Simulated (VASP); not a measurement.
# Al4P in VASP: further runs

Runs on Al4P. Level: PBE. Tasks: single point, relaxation of cell and atoms.

Program: VASP 6.6.1. These are calculated values, not measurements. Logs are shortened: lines on timing, memory, paths and dates and some standing lists are left out, and cuts for length are marked.

**1. The cell of the first run**

The typed cell holds 5 atoms: a = 5.013 Å, b = 5.013 Å, c = 5.013 Å, α = 109.47°, β = 109.47°, γ = 109.47°.

**2. Single point, PBE**

File INCAR:

```
  PREC = Accurate
  ENCUT = 520
  EDIFF = 1E-6
  ISMEAR = 0
  SIGMA = 0.1
  LREAL = False
  LASPH = True
  NELM = 80
  ALGO = Normal
  ISIF = 2
  LWAVE = False
  LCHARG = False
  GGA = PE
  NBANDS = 16
```

File KPOINTS:

```
regular mesh
0
Gamma
  4 4 4
```

File POSCAR:

```
Al4P
1.0
   -2.8942031158      2.8942031158      2.8942031158
    2.8942031158     -2.8942031158      2.8942031158
    2.8942031158      2.8942031158     -2.8942031158
Al P
4 1
Direct
    0.0000000000      0.5004508579      0.0000000000
    0.4995491421      0.4995491421      0.4995491421
    0.0000000000      0.0000000000      0.5004508579
    0.5004508579      0.0000000000      0.0000000000
    0.0000000000      0.0000000000      0.0000000000
```

Potentials or basis: VASP PAW PBE potentials, release 64 (Al, P).

Launch:

```sh
> cat potpaw_PBE.64/Al/POTCAR potpaw_PBE.64/P/POTCAR > POTCAR
> mpirun -np 1 vasp_std > vasp.out
```

OUTCAR:

```text
PREC = Accurate
   ENCUT = 520
   EDIFF = 1E-6
   ISMEAR = 0
   LREAL = False
   LASPH = True
   NELM = 80
   ISIF = 2
   GGA = PE

 ion  position               nearest neighbor table
   1  0.000  0.500  0.000-   5 2.50   5 2.51   4 2.89   4 2.89   3 2.89   2 2.89   3 2.89   2 2.89

   2  0.500  0.500  0.500-   5 2.50   5 2.51   3 2.89   3 2.89   1 2.89   1 2.89   4 2.89   4 2.89

   3  0.000  0.000  0.500-   5 2.50   5 2.51   2 2.89   2 2.89   1 2.89   4 2.89   4 2.89   1 2.89

   4  0.500  0.000  0.000-   5 2.50   5 2.51   1 2.89   1 2.89   2 2.89   2 2.89   3 2.89   3 2.89

   5  0.000  0.000  0.000-   1 2.50   2 2.50   3 2.50   4 2.50   1 2.51   3 2.51   4 2.51   2 2.51

  LATTYP: Found a body centered cubic cell.
 ALAT       =     5.7884062316

  Lattice vectors:

 A1 = (  -2.8942031158,   2.8942031158,   2.8942031158)
 A2 = (   2.8942031158,  -2.8942031158,   2.8942031158)
 A3 = (   2.8942031158,   2.8942031158,  -2.8942031158)

Analysis of symmetry for initial positions (statically):
=====================================================================
 Subroutine PRICEL returns:
 Original cell was already a primitive cell.

 Routine SETGRP: Setting up the symmetry group for a
 body centered cubic supercell.

 Subroutine GETGRP returns: Found 24 space group operations
 (whereof 24 operations were pure point group operations)
 out of a pool of 48 trial point group operations.

The static configuration has the point symmetry T_d .

Analysis of symmetry for dynamics (positions and initial velocities):
=====================================================================
 Subroutine PRICEL returns:
 Original cell was already a primitive cell.

 Routine SETGRP: Setting up the symmetry group for a
 body centered cubic supercell.

 Subroutine GETGRP returns: Found 24 space group operations
 (whereof 24 operations were pure point group operations)
 out of a pool of 48 trial point group operations.

The dynamic configuration has the point symmetry T_d .

 Subroutine INISYM returns: Found 24 space group operations
 (whereof 24 operations are pure point group operations),
 and found     1 'primitive' translations

----------------------------------------------------------------------------------------

                                     Primitive cell

  volume of cell :      96.9721

  direct lattice vectors                    reciprocal lattice vectors
    -2.894203116  2.894203116  2.894203116     0.000000000  0.172759126  0.172759126
     2.894203116 -2.894203116  2.894203116     0.172759126  0.000000000  0.172759126
     2.894203116  2.894203116 -2.894203116     0.172759126  0.172759126  0.000000000

  length of vectors
     5.012906844  5.012906844  5.012906844     0.244318299  0.244318299  0.244318299

  position of ions in fractional coordinates (direct lattice)
     0.000000000  0.500450858  0.000000000
     0.499549142  0.499549142  0.499549142
     0.000000000  0.000000000  0.500450858
     0.500450858  0.000000000  0.000000000
     0.000000000  0.000000000  0.000000000

  ion indices of the primitive-cell ions
   primitive index   ion index
                 1           1
                 2           2
                 3           3
                 4           4
                 5           5

----------------------------------------------------------------------------------------

 KPOINTS: regular mesh

Automatic generation of k-mesh.
 Grid dimensions read from file:
 generate k-points for:    4    4    4

 Generating k-lattice:

  Cartesian coordinates                     Fractional coordinates (reciprocal lattice)
     0.000000000  0.043189781  0.043189781     0.250000000  0.000000000  0.000000000
     0.043189781  0.000000000  0.043189781     0.000000000  0.250000000  0.000000000
     0.043189781  0.043189781  0.000000000     0.000000000  0.000000000  0.250000000

  Length of vectors
     0.061079575  0.061079575  0.061079575

  Shift w.r.t. Gamma in fractional coordinates (k-lattice)
     0.000000000  0.000000000  0.000000000

 Subroutine IBZKPT returns following result:
 ===========================================

 Found      8 irreducible k-points:

 Following reciprocal coordinates:
            Coordinates               Weight
  0.000000  0.000000  0.000000      1.000000
  0.250000  0.000000  0.000000     12.000000
  0.500000  0.000000  0.000000      6.000000
  0.250000  0.250000  0.000000     24.000000
  0.250000  0.250000  0.250000      2.000000
 -0.250000  0.250000  0.250000      6.000000
  0.500000  0.500000  0.250000     12.000000
  0.500000  0.500000  0.500000      1.000000
   k-points           NKPTS =      8   k-points in BZ     NKDIM =      8   number of bands    NBANDS=     16
   number of dos      NEDOS =    301   number of ions     NIONS =      5
   total plane-waves  NPLWV =  64000
   dimension x,y,z NGX =    40 NGY =   40 NGZ =   40
   dimension x,y,z NGXF=    80 NGYF=   80 NGZF=   80
   ions per type =               4   1
   NGX,Y,Z   is equivalent  to a cutoff of  13.27, 13.27, 13.27 a.u.
   NGXF,Y,Z  is equivalent  to a cutoff of  26.53, 26.53, 26.53 a.u.
 SYSTEM =  unknown system
   PREC   = accura    normal or accurate (medium, high low for compatibility)
   ISTART =      0    job   : 0-new  1-cont  2-samecut
   ICHARG =      2    charge: 1-file 2-atom 10-const
   ISPIN  =      1    spin polarized calculation?
   LNONCOLLINEAR =      F non collinear calculations
   LSORBIT =      F    spin-orbit coupling
   LASPH  =      T    aspherical Exc in radial PAW
   ENCUT  =  520.0 eV  38.22 Ry    6.18 a.u.   9.32  9.32  9.32*2*pi/ulx,y,z
   NELM   =     80;   NELMIN=  2; NELMDL= -5     # of ELM steps
   EDIFF  = 0.1E-05   stopping-criterion for ELM
   LREAL  =      F    real-space projection
   EDIFFG = 0.1E-04   stopping-criterion for IOM
   NSW    =      0    number of steps for IOM
   IBRION =     -1    ionic relax: 0-MD 1-quasi-New 2-CG
   NFREE  =      0    steps in history (QN), initial steepest desc. (CG)
   ISIF   =      2    stress and relaxation
   ISYM   =      2    0-nonsym 1-usesym 2-fastsym
   POTIM  = 0.5000    time-step for ionic-motion
   TEBEG  =    0.0;   TEEND  =   0.0 temperature during run
   PSTRESS=    0.0 pullay stress
   NELECT =      17.0000    total number of electrons
   NUPDOWN=      -1.0000    fix difference up-down
   EMIN   =  10.00;   EMAX   =-10.00  energy-range for DOS
   EFERMI =   0.00;   METHOD = LEGACY
   ISMEAR =     0;   SIGMA  =   0.10  broadening in eV -4-tet -1-fermi 0-gaus
   EFERMI_NEDOS =   21; number of points for ismear=-14 and -15
   IALGO  =     38    algorithm
   IMIX   =      4    mixing-type and parameters
     AMIX     =   0.40;   BMIX     =  1.00
     AMIX_MAG =   1.60;   BMIX_MAG =  1.00
  volume/ion in A,a.u.               =      19.39       130.88
  Fermi-wavevector in a.u.,A,eV,Ry     =   0.916239  1.731441 11.422009  0.839494
  Thomas-Fermi vector in A             =   2.041072
   LORBIT       =      0    0 simple, 1 ext, 2 COOP (PROOUT), +10 PAW based schemes
   GGA     = PE    functional components
   LHFCALC =     F    Hartree Fock is set to
   AEXX    =    0.0000 exact exchange contribution
   IVDW    =     0    specifies the selected vdW correction
   LEPSILON=     F    determine dielectric tensor
   LRPA    =     F    only Hartree local field effects (RPA)
 non-spin polarized calculation
 Gauss-broadening in eV      SIGMA  =   0.10
  energy-cutoff  :      520.00
  volume of cell :       96.97
 maximum number of plane-waves:      2625
 NGX is ok and might be reduce to    40
   NGX = 19   NGY = 19   NGZ = 19

 number of electron      17.0000001 magnetization

 Free energy of the ion-electron system (eV)
  ---------------------------------------------------
  ext. energy  EPLUGINS =         0.00000000
  ---------------------------------------------------
  free energy    TOTEN  =       -19.11979791 eV

  energy without entropy =      -19.10264478  energy(sigma->0) =      -19.11122135

 E-fermi :   6.2437     XC(G=0):  -9.5661

 val. band max:        5.9712998716   @ k =  -0.2500   0.2500   0.2500
 cond. band min:       6.2503550638   @ k =   0.2500   0.0000   0.0000
 fundamental gap:      0.2790551921
 Fermi energy:         6.2437363756

 k-point     1 :       0.0000    0.0000    0.0000
  band No.  band energies     occupation
      1      -6.7251      2.00000
      2       0.9750      2.00000
      3       0.9750      2.00000
      4       0.9750      2.00000
      5       0.9848      2.00000
      6       4.1766      2.00000
[... 8 lines left out ...]
     15      11.6369      0.00000
     16      11.6369      0.00000

 k-point     2 :       0.2500    0.0000    0.0000
  band No.  band energies     occupation
      1      -6.4829      2.00000
      2      -0.9481      2.00000
      3       0.4408      2.00000
      4       0.9697      2.00000
      5       2.1172      2.00000
      6       3.1584      2.00000
[... 8 lines left out ...]
     15      10.4083      0.00000
     16      11.4576      0.00000

 k-point     3 :       0.5000    0.0000    0.0000
  band No.  band energies     occupation
      1      -6.1856      2.00000
      2      -1.8808      2.00000
      3       0.0730      2.00000
      4       0.9538      2.00000
      5       1.7550      2.00000
      6       2.6639      2.00000
[... 8 lines left out ...]
     15      10.1025      0.00000
     16      12.0596      0.00000

 k-point     4 :       0.2500    0.2500    0.0000
  band No.  band energies     occupation
      1      -6.1922      2.00000
      2      -1.5298      2.00000
      3      -0.6143      2.00000
      4       0.5939      2.00000
      5       2.3548      2.00000
      6       3.8754      2.00000
[... 8 lines left out ...]
     15      11.5551      0.00000
     16      11.8237      0.00000

 k-point     5 :       0.2500    0.2500    0.2500
  band No.  band energies     occupation
      1      -6.1213      2.00000
      2      -0.9306      2.00000
      3      -0.9306      2.00000
      4      -0.9306      2.00000
      5       4.3442      2.00000
      6       4.3442      2.00000
[... 8 lines left out ...]
     15       9.7230      0.00000
     16       9.7230      0.00000

 k-point     6 :      -0.2500    0.2500    0.2500
  band No.  band energies     occupation
      1      -6.2697      2.00000
      2      -1.0295      2.00000
      3      -0.1918      2.00000
      4      -0.1918      2.00000
      5       3.3365      2.00000
      6       3.9573      2.00000
[... 8 lines left out ...]
     15      10.9885      0.00000
     16      11.7993      0.00000

 k-point     7 :       0.5000    0.5000    0.2500
  band No.  band energies     occupation
      1      -6.0170      2.00000
      2      -1.5258      2.00000
      3      -0.5987      2.00000
      4      -0.3713      2.00000
      5       3.0773      2.00000
      6       3.7338      2.00000
[... 8 lines left out ...]
     15      11.8027      0.00000
     16      12.4825      0.00000

 k-point     8 :       0.5000    0.5000    0.5000
  band No.  band energies     occupation
      1      -5.8260      2.00000
      2      -1.0198      2.00000
      3      -1.0198      2.00000
      4      -1.0198      2.00000
      5       2.3349      2.00000
      6       2.3349      2.00000
[... 8 lines left out ...]
     15      14.4902      0.00000
     16      14.4902      0.00000

------------------------ aborting loop because EDIFF is reached ----------------------------------------

  FORCE on cell =-STRESS in cart. coord.  units (eV):
  Direction    XX          YY          ZZ          XY          YZ          ZX
  --------------------------------------------------------------------------------------
  -------------------------------------------------------------------------------------
  Total        0.0119567      0.0119567      0.0119567     -0.0000000      0.0000000     -0.0000000
  in kB        0.1975488      0.1975488      0.1975488     -0.0000000      0.0000000     -0.0000000
  external PRESSURE =       0.1975488 kB  Pullay stress =       0.0000000 kB

 VOLUME and BASIS-vectors are now :
 -----------------------------------------------------------------------------
  energy-cutoff  :      520.00
  volume of cell :       96.97
      direct lattice vectors                 reciprocal lattice vectors
    -2.894203116  2.894203116  2.894203116     0.000000000  0.172759126  0.172759126
     2.894203116 -2.894203116  2.894203116     0.172759126  0.000000000  0.172759126
     2.894203116  2.894203116 -2.894203116     0.172759126  0.172759126  0.000000000

 POSITION                                       TOTAL-FORCE (eV/Angst)
 -----------------------------------------------------------------------------------
      1.44841     -1.44841      1.44841        -0.007055      0.007055     -0.007055
      1.44580      1.44580      1.44580         0.007055      0.007055      0.007055
      1.44841      1.44841     -1.44841        -0.007055     -0.007055      0.007055
     -1.44841      1.44841      1.44841         0.007055     -0.007055     -0.007055
      0.00000      0.00000      0.00000        -0.000000     -0.000000      0.000000
 -----------------------------------------------------------------------------------
    total drift:                                0.000000      0.000000      0.000000

  FREE ENERGIE OF THE ION-ELECTRON SYSTEM (eV)
  ---------------------------------------------------
  free  energy   TOTEN  =       -19.1197979139 eV

  energy  without entropy=      -19.1026447762  energy(sigma->0) =      -19.11122135
```

Wall time 11 s (1 thread of Intel Xeon 6975P-C, shared host); peak memory 0.22 GiB.

What came out:

```
Free energy   : -19.1198 eV
Pressure      : 0.0 GPa
Largest force : 0.012 eV/Å
```

Forces in eV/Å, atoms in the order of the input:
```
Al  -0.007  0.007 -0.007
Al   0.007  0.007  0.007
Al  -0.007 -0.007  0.007
Al   0.007 -0.007 -0.007
P    0.000  0.000  0.000
```

Caveat: the k points lie up to 0.38 Å⁻¹ apart.

[end of part 1 of 2]
